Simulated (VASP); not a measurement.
# Sb (Im-3m) in VASP: further runs

Sb is run at these levels: PBE-based screened hybrid, PBEsol-based screened hybrid, HF; tasks: relaxation of cell and atoms.

All numbers are computed with VASP 6.6.1; they aren't measurements. Logs are shortened: lines on timing, memory, paths and dates and some standing lists are left out, and cuts for length are marked.

### 1 The cell of the first run

The structure is cubic, space group Im-3m (No. 229). The conventional cell has a = 3.743 Å, b = 3.743 Å, c = 3.743 Å, α = 90.00°, β = 90.00°, γ = 90.00°. Sb (site symmetry m-3m) has 14 Sb at 3.24 to 3.74 Å within 4.3 Å.

### 2 Relaxation of cell and atoms, PBE-based screened hybrid

The input, POSCAR:

```
Sb
1.0
   -1.8713408863      1.8713408863      1.8713408863
    1.8713408863     -1.8713408863      1.8713408863
    1.8713408863      1.8713408863     -1.8713408863
Sb
1
Direct
    0.0000000000      0.0000000000      0.0000000000
```

The input, INCAR.step1:

```
ALGO = Normal
EDIFF = 1E-5
ENCUT = 600
GGA = PE
ISMEAR = -1
LASPH = T
LCHARG = F
LREAL = F
LWAVE = T
NBANDS = 8
NELM = 80
PREC = Accurate
SIGMA = 0.05
```

The input, INCAR.step2:

```
AEXX = 0.25
ALGO = Normal
EDIFF = 1E-6
EDIFFG = -0.01
ENCUT = 600
GGA = PE
HFSCREEN = 0.3
IBRION = 2
ISIF = 3
ISMEAR = -1
ISTART = 1
LASPH = T
LCHARG = F
LHFCALC = T
LREAL = F
LWAVE = F
NELM = 80
NSW = 60
PREC = Accurate
PRECFOCK = Normal
SIGMA = 0.05
```

The input, KPOINTS:

```
k-points
0
Gamma
  5 5 5
```

Potentials or basis: VASP PAW PBE potentials, release 64 (Sb).

Run with:

```sh
$ cat potpaw_PBE.64/Sb/POTCAR > POTCAR
$ cp INCAR.step1 INCAR
$ mpirun -np 1 vasp_std > vasp.out
$ cp INCAR.step2 INCAR
$ mpirun -np 1 vasp_std > vasp.out
```

OUTCAR:

```text
AEXX = 0.25
   EDIFF = 1E-6
   EDIFFG = -0.01
   ENCUT = 600
   GGA = PE
   HFSCREEN = 0.3
   IBRION = 2
   ISIF = 3
   ISMEAR = -1
   ISTART = 1
   LASPH = T
   LHFCALC = T
   LREAL = F
   NELM = 80
   NSW = 60
   PREC = Accurate
   PRECFOCK = Normal

 ion  position               nearest neighbor table
   1  0.000  0.000  0.000-

  LATTYP: Found a body centered cubic cell.
 ALAT       =     3.7426817726

  Lattice vectors:

 A1 = (  -1.8713408863,   1.8713408863,   1.8713408863)
 A2 = (   1.8713408863,  -1.8713408863,   1.8713408863)
 A3 = (   1.8713408863,   1.8713408863,  -1.8713408863)

Analysis of symmetry for initial positions (statically):
=====================================================================
 Subroutine PRICEL returns:
 Original cell was already a primitive cell.

 Routine SETGRP: Setting up the symmetry group for a
 body centered cubic supercell.

 Subroutine GETGRP returns: Found 48 space group operations
 (whereof 48 operations were pure point group operations)
 out of a pool of 48 trial point group operations.

The static configuration has the point symmetry O_h .

Analysis of symmetry for dynamics (positions and initial velocities):
=====================================================================
 Subroutine PRICEL returns:
 Original cell was already a primitive cell.

 Routine SETGRP: Setting up the symmetry group for a
 body centered cubic supercell.

 Subroutine GETGRP returns: Found 48 space group operations
 (whereof 48 operations were pure point group operations)
 out of a pool of 48 trial point group operations.

The dynamic configuration has the point symmetry O_h .

 Subroutine INISYM returns: Found 48 space group operations
 (whereof 48 operations are pure point group operations),
 and found     1 'primitive' translations

----------------------------------------------------------------------------------------

                                     Primitive cell

  volume of cell :      26.2131

  direct lattice vectors                    reciprocal lattice vectors
    -1.871340886  1.871340886  1.871340886     0.000000000  0.267188092  0.267188092
     1.871340886 -1.871340886  1.871340886     0.267188092  0.000000000  0.267188092
     1.871340886  1.871340886 -1.871340886     0.267188092  0.267188092  0.000000000

  length of vectors
     3.241257493  3.241257493  3.241257493     0.377861023  0.377861023  0.377861023

  position of ions in fractional coordinates (direct lattice)
     0.000000000  0.000000000  0.000000000

  ion indices of the primitive-cell ions
   primitive index   ion index
                 1           1

----------------------------------------------------------------------------------------

 KPOINTS: k-points

Automatic generation of k-mesh.
 Grid dimensions read from file:
 generate k-points for:    5    5    5

 Generating k-lattice:

  Cartesian coordinates                     Fractional coordinates (reciprocal lattice)
     0.000000000  0.053437618  0.053437618     0.200000000  0.000000000  0.000000000
     0.053437618  0.000000000  0.053437618     0.000000000  0.200000000  0.000000000
     0.053437618  0.053437618  0.000000000     0.000000000  0.000000000  0.200000000

  Length of vectors
     0.075572205  0.075572205  0.075572205

  Shift w.r.t. Gamma in fractional coordinates (k-lattice)
     0.000000000  0.000000000  0.000000000

 Subroutine IBZKPT returns following result:
 ===========================================

 Found     10 irreducible k-points:

 Following reciprocal coordinates:
            Coordinates               Weight
  0.000000  0.000000  0.000000      1.000000
  0.200000  0.000000  0.000000     12.000000
  0.400000  0.000000  0.000000     12.000000
  0.200000  0.200000  0.000000     24.000000
  0.400000  0.200000  0.000000     24.000000
  0.200000  0.200000  0.200000      8.000000
 -0.200000  0.200000  0.200000      6.000000
 -0.400000  0.400000  0.200000     24.000000
 -0.400000 -0.400000  0.200000      8.000000
 -0.400000  0.400000  0.400000      6.000000
   k-points           NKPTS =     10   k-points in BZ     NKDIM =    125   number of bands    NBANDS=      6
   number of dos      NEDOS =    301   number of ions     NIONS =      1
   total plane-waves  NPLWV =  21952
   dimension x,y,z NGX =    28 NGY =   28 NGZ =   28
   dimension x,y,z NGXF=    56 NGYF=   56 NGZF=   56
   ions per type =               1
   NGX,Y,Z   is equivalent  to a cutoff of  14.36, 14.36, 14.36 a.u.
   NGXF,Y,Z  is equivalent  to a cutoff of  28.72, 28.72, 28.72 a.u.
 SYSTEM =  unknown system
   PREC   = accura    normal or accurate (medium, high low for compatibility)
   ISTART =      1    job   : 0-new  1-cont  2-samecut
   ICHARG =      0    charge: 1-file 2-atom 10-const
   ISPIN  =      1    spin polarized calculation?
   LNONCOLLINEAR =      F non collinear calculations
   LSORBIT =      F    spin-orbit coupling
   LASPH  =      T    aspherical Exc in radial PAW
   ENCUT  =  600.0 eV  44.10 Ry    6.64 a.u.   6.47  6.47  6.47*2*pi/ulx,y,z
   NELM   =     80;   NELMIN=  2; NELMDL=  0     # of ELM steps
   EDIFF  = 0.1E-05   stopping-criterion for ELM
   LREAL  =      F    real-space projection
   EDIFFG = -.1E-01   stopping-criterion for IOM
   NSW    =     60    number of steps for IOM
   IBRION =      2    ionic relax: 0-MD 1-quasi-New 2-CG
   NFREE  =      1    steps in history (QN), initial steepest desc. (CG)
   ISIF   =      3    stress and relaxation
   ISYM   =      3    0-nonsym 1-usesym 2-fastsym
   POTIM  = 0.5000    time-step for ionic-motion
   TEBEG  =    0.0;   TEEND  =   0.0 temperature during run
   PSTRESS=    0.0 pullay stress
   NELECT =       5.0000    total number of electrons
   NUPDOWN=      -1.0000    fix difference up-down
   EMIN   =  10.00;   EMAX   =-10.00  energy-range for DOS
   EFERMI =   0.00;   METHOD = LEGACY
   ISMEAR =    -1;   SIGMA  =   0.05  broadening in eV -4-tet -1-fermi 0-gaus
   EFERMI_NEDOS =   21; number of points for ismear=-14 and -15
   IALGO  =     38    algorithm
   IMIX   =      1    mixing-type and parameters
     AMIX     =   0.40;   BMIX     =  1.00
     AMIX_MAG =   1.60;   BMIX_MAG =  1.00
  volume/ion in A,a.u.               =      26.21       176.89
  Fermi-wavevector in a.u.,A,eV,Ry     =   0.942378  1.780837 12.083018  0.888077
  Thomas-Fermi vector in A             =   2.069982
   LORBIT       =      0    0 simple, 1 ext, 2 COOP (PROOUT), +10 PAW based schemes
   GGA     = PE    functional components
   LHFCALC =     T    Hartree Fock is set to
   PRECFOCK=normal    Normal, Fast or Accurate (Low or Medium for compatibility)
   ENCUT4O =  -1.0   cutoff for four orbital integrals eV
   NKREDX  =     1    reduce k-point grid by
   NKREDY  =     1    reduce k-point grid by
   NKREDZ  =     1    reduce k-point grid by
   AEXX    =    0.2500 exact exchange contribution
   HFSCREEN=    0.3000 screening length (either q_TF or 0.3 A-1)
   HFSCREENC=   0.3000 screening length for correlation (either q_TF or 0.3 A-1)
   ENCUTFOCK=  -1.0 apply spherical cutoff to Coloumb kernel
   IVDW    =     0    specifies the selected vdW correction
   LEPSILON=     F    determine dielectric tensor
   LRPA    =     F    only Hartree local field effects (RPA)
 conjugate gradient relaxation of ions
 non-spin polarized calculation
  energy-cutoff  :      600.00
  volume of cell :       26.21
 maximum number of plane-waves:       887
 NGX is ok and might be reduce to    28
  NGX = 20; NGY = 20; NGZ = 20

--------------------------------------- Ionic step        1  -------------------------------------------

 number of electron       5.0000000 magnetization

 Free energy of the ion-electron system (eV)
  ---------------------------------------------------
  ext. energy  EPLUGINS =         0.00000000
  ---------------------------------------------------
  free energy    TOTEN  =        -4.56548550 eV

  energy without entropy =       -4.53907787  energy(sigma->0) =       -4.55228168

------------------------ aborting loop because EDIFF is reached ----------------------------------------

  FORCE on cell =-STRESS in cart. coord.  units (eV):
  Direction    XX          YY          ZZ          XY          YZ          ZX
  --------------------------------------------------------------------------------------
  -------------------------------------------------------------------------------------
  Total       -0.2575004     -0.2575004     -0.2575004     -0.0000000      0.0000000     -0.0000000
  in kB      -15.7387339    -15.7387339    -15.7387339     -0.0000000      0.0000000     -0.0000000
  external PRESSURE =     -15.7387339 kB  Pullay stress =       0.0000000 kB

 VOLUME and BASIS-vectors are now :
 -----------------------------------------------------------------------------
  energy-cutoff  :      600.00
  volume of cell :       26.21
      direct lattice vectors                 reciprocal lattice vectors
    -1.871340886  1.871340886  1.871340886     0.000000000  0.267188092  0.267188092
     1.871340886 -1.871340886  1.871340886     0.267188092  0.000000000  0.267188092
     1.871340886  1.871340886 -1.871340886     0.267188092  0.267188092  0.000000000

 POSITION                                       TOTAL-FORCE (eV/Angst)
 -----------------------------------------------------------------------------------
      0.00000      0.00000      0.00000         0.000000      0.000000     -0.000000
 -----------------------------------------------------------------------------------
    total drift:                               -0.000000     -0.000000     -0.000000

  FREE ENERGIE OF THE ION-ELECTRON SYSTEM (eV)
  ---------------------------------------------------
  free  energy   TOTEN  =        -4.5654854954 eV

  energy  without entropy=       -4.5390778696  energy(sigma->0) =       -4.55228168
[... 15 lines left out ...]
 VOLUME and BASIS-vectors are now :
 -----------------------------------------------------------------------------
  energy-cutoff  :      600.00
  volume of cell :       25.25
      direct lattice vectors                 reciprocal lattice vectors
    -1.848094148  1.848094148  1.848094148     0.000000000  0.270548987  0.270548987
     1.848094148 -1.848094148  1.848094148     0.270548987  0.000000000  0.270548987
     1.848094148  1.848094148 -1.848094148     0.270548987  0.270548987  0.000000000

 POSITION                                       TOTAL-FORCE (eV/Angst)
 -----------------------------------------------------------------------------------
      0.00000      0.00000      3.69619         0.000000     -0.000000     -0.000000
 -----------------------------------------------------------------------------------
    total drift:                               -0.000010     -0.000012      0.000002

  FREE ENERGIE OF THE ION-ELECTRON SYSTEM (eV)
  ---------------------------------------------------
  free  energy   TOTEN  =        -4.5673822391 eV

  energy  without entropy=       -4.5419431243  energy(sigma->0) =       -4.55466268

--------------------------------------- Ionic step        3  -------------------------------------------

 number of electron       5.0000000 magnetization

 Free energy of the ion-electron system (eV)
  ---------------------------------------------------
  ext. energy  EPLUGINS =         0.00000000
  ---------------------------------------------------
  free energy    TOTEN  =        -4.56852655 eV

  energy without entropy =       -4.54249442  energy(sigma->0) =       -4.55551049

 E-fermi :   9.0881     XC(G=0):  -8.8147

 val. band max:        9.0846705485   @ k =   0.2000   0.2000   0.0000
 cond. band min:       9.1129575388   @ k =  -0.4000   0.4000   0.2000
 fundamental gap:      0.0282869903
 Fermi energy:         9.0881497336

 k-point     1 :       0.0000    0.0000    0.0000
  band No.  band energies     occupation
      1      -5.5785      2.00000
      2      15.4744      0.00000
      3      15.4744      0.00000
      4      15.4744      0.00000
      5      20.2391      0.00000
      6      20.2391      0.00000

 k-point     2 :       0.2000    0.0000    0.0000
  band No.  band energies     occupation
      1      -4.6164      2.00000
      2      10.3930      0.00000
      3      13.2747      0.00000
      4      14.6694      0.00000
      5      17.7834      0.00000
      6      17.9621      0.00000

 k-point     3 :       0.4000    0.0000    0.0000
  band No.  band energies     occupation
      1      -1.8736      2.00000
      2       4.0676      2.00000
      3      11.2504      0.00000
      4      13.5078      0.00000
      5      16.2268      0.00000
      6      16.5321      0.00000

 k-point     4 :       0.2000    0.2000    0.0000
  band No.  band energies     occupation
      1      -2.7363      2.00000
      2       6.8255      2.00000
      3       9.0847      1.03478
      4      12.7071      0.00000
      5      17.9910      0.00000
      6      19.0283      0.00000
[... 65 lines left out ...]
 VOLUME and BASIS-vectors are now :
 -----------------------------------------------------------------------------
  energy-cutoff  :      600.00
  volume of cell :       25.61
      direct lattice vectors                 reciprocal lattice vectors
    -1.856834435  1.856834435  1.856834435     0.000000000  0.269275489  0.269275489
     1.856834435 -1.856834435  1.856834435     0.269275489  0.000000000  0.269275489
     1.856834435  1.856834435 -1.856834435     0.269275489  0.269275489  0.000000000

 POSITION                                       TOTAL-FORCE (eV/Angst)
 -----------------------------------------------------------------------------------
      0.00000      0.00000      0.00000        -0.000000     -0.000000     -0.000000
 -----------------------------------------------------------------------------------
    total drift:                               -0.000032     -0.000036      0.000001

  FREE ENERGIE OF THE ION-ELECTRON SYSTEM (eV)
  ---------------------------------------------------
  free  energy   TOTEN  =        -4.5685265469 eV

  energy  without entropy=       -4.5424944233  energy(sigma->0) =       -4.55551049

 reached required accuracy - stopping structural energy minimisation
```

Run time: 5 min. Hardware: 1 thread of AMD EPYC 9R45 (Zen 5), shared host; peak memory 0.24 GiB.

Results:

```
Free energy                            : -4.5685 eV
Relaxed volume                         : 25.61 Å³/atom
Relaxed cell                           : a = 3.216 Å, b = 3.216 Å, c = 3.216 Å, α = 109.47°, β = 109.47°, γ = 109.47°
Space group after relaxing (to 0.05 Å) : Im-3m (No. 229)
Energy gained by relaxing              : 3.0 meV/atom
Ionic steps                            : 3
Pressure after relaxing                : 0.0 GPa
```

The path:
| step | energy change (eV) | largest force (eV/Å) | pressure (GPa) | volume (Å³) |
| --- | --- | --- | --- | --- |
| 1 | 0.0000 | 0.0000 | -1.57 | 26.21 |
| 2 | -0.0019 | 0.0000 | 1.02 | 25.25 |
| 3 | -0.0030 | 0.0000 | 0.02 | 25.61 |

Final structure:
```xyz
1
Lattice="-1.8568 1.8568 1.8568 1.8568 -1.8568 1.8568 1.8568 1.8568 -1.8568" Properties=species:S:1:pos:R:3 pbc="T T T"
Sb    0.0000    0.0000    0.0000
```

Caveat: the k points lie up to 0.48 Å⁻¹ apart in the final cell; the PAW data sets were made with another functional, which shifts forces and pressure a little; spin-orbit coupling is left out, which moves the levels of the heavy elements.

### 3 Relaxation of cell and atoms, PBEsol-based screened hybrid

POSCAR is that of step 2.

The input, INCAR.step1:

```
SYSTEM = Sb
PREC     = Accurate       ! precision mode
ENCUT    = 600            ! plane-wave cutoff, eV
EDIFF    = 1E-5           ! SCF threshold, eV
ISMEAR   = -1             ! smearing method
SIGMA    = 0.05           ! smearing width, eV
LREAL    = .False.        ! projectors in reciprocal space
LASPH    = .True.         ! aspherical terms in the spheres
NELM     = 80             ! most SCF steps
ALGO     = Normal         ! electronic algorithm
LWAVE    = .True.         ! write WAVECAR
LCHARG   = .False.        ! write CHGCAR
GGA      = PE             ! functional
NBANDS   = 8              ! bands
```

The input, INCAR.step2:

```
SYSTEM = Sb
PREC     = Accurate       ! precision mode
ENCUT    = 600            ! plane-wave cutoff, eV
EDIFF    = 1E-6           ! SCF threshold, eV
ISMEAR   = -1             ! smearing method
SIGMA    = 0.05           ! smearing width, eV
LREAL    = .False.        ! projectors in reciprocal space
LASPH    = .True.         ! aspherical terms in the spheres
NELM     = 80             ! most SCF steps
ALGO     = Normal         ! electronic algorithm
ISIF     = 3              ! what is computed and relaxed
LWAVE    = .False.        ! write WAVECAR
LCHARG   = .False.        ! write CHGCAR
GGA      = PS             ! functional
LHFCALC  = .True.         ! exact exchange
AEXX     = 0.25           ! exact-exchange fraction
HFSCREEN = 0.207          ! screening, 1/A
PRECFOCK = Normal       
IBRION   = 2              ! ionic algorithm
NSW      = 60             ! ionic steps
EDIFFG   = -0.01          ! ionic threshold
ISTART   = 1
```

The input, KPOINTS:

```
Automatic mesh
0
Gamma
  5 5 5
  0 0 0
```

Potentials or basis: VASP PAW PBE potentials, release 64 (Sb).

Run with:

```sh
$ cat potpaw_PBE.64/Sb/POTCAR > POTCAR
$ cp INCAR.step1 INCAR
$ mpirun -np 1 vasp_std > vasp.out
$ cp INCAR.step2 INCAR
$ mpirun -np 1 vasp_std > vasp.out
```

It took 4.8 min on 1 thread of AMD EPYC 9R45 (Zen 5), shared host; peak memory 0.23 GiB.

The run converged. Its results:

| Quantity | Value |
| --- | --- |
| Free energy | -5.0637 eV |
| Relaxed volume | 24.83 Å³/atom |
| Relaxed cell | a = 3.183 Å, b = 3.183 Å, c = 3.183 Å, α = 109.47°, β = 109.47°, γ = 109.47° |
| Space group after relaxing (to 0.05 Å) | Im-3m (No. 229) |
| Energy gained by relaxing | 16.8 meV/atom |
| Ionic steps | 3 |
| Pressure after relaxing | 0.0 GPa |

Step by step:
```tsv
step	energy change (eV)	largest force (eV/Å)	pressure (GPa)	volume (Å³)
1	0.0000	0.0000	-3.71	26.21
2	-0.0096	0.0000	2.86	23.98
3	-0.0168	0.0000	-0.01	24.83
```

Final structure:
```xyz
1
Lattice="-1.8377 1.8377 1.8377 1.8377 -1.8377 1.8377 1.8377 1.8377 -1.8377" Properties=species:S:1:pos:R:3 pbc="T T T"
Sb    0.0000    0.0000    0.0000
```

Levels at points of the mesh, in eV from the Fermi level:
| k point | band 1 | band 2 | band 3 | band 4 | band 5 | band 6 |
| --- | --- | --- | --- | --- | --- | --- |
| (0.00, 0.00, 0.00) | -15.16 | 6.81 | 6.81 | 6.81 | 11.49 | 11.49 |

Caveat: the k points lie up to 0.48 Å⁻¹ apart in the final cell; the PAW data sets were made with another functional, which shifts forces and pressure a little; spin-orbit coupling is left out, which moves the levels of the heavy elements.

(Part 1 of 2 ends here.)
